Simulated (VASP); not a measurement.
Here is a VASP 6.6.1 calculation.

Contents of INCAR:

```
SYSTEM = Ag
PREC = Accurate
ENCUT = 520
EDIFF = 1E-6
ISMEAR = -1
SIGMA = 0.1
LREAL = .FALSE.
LASPH = .TRUE.
NELM = 80
ALGO = Normal
ISIF = 2
LWAVE = .FALSE.
LCHARG = .TRUE.
GGA = B5
ALDAX = 1.0
AGGAX = 1.0
AGGAC = 1.0
ALDAC = 0.0
LELF = .TRUE.
LVHAR = .TRUE.
NBANDS = 12
```

File KPOINTS:

```
regular mesh
0
G
  21 21 21
  0 0 0
```

POSCAR

```
Ag
1.0
    0.0000000000      2.1289762522      2.1289762522
    2.1289762522      0.0000000000      2.1289762522
    2.1289762522      2.1289762522      0.0000000000
Ag
1
Direct
    0.0000000000      0.0000000000      0.0000000000
```

Potentials or basis: VASP PAW PBE potentials, release 64 (Ag).

Run with:

```bash
$ cat potpaw_PBE.64/Ag/POTCAR > POTCAR
$ mpirun -np 1 vasp_std > vasp.out
```

Task: Predict the pressure.

Result: 0.1 GPa.

Caveat: the PAW data sets were made with another functional, which shifts forces and pressure a little.
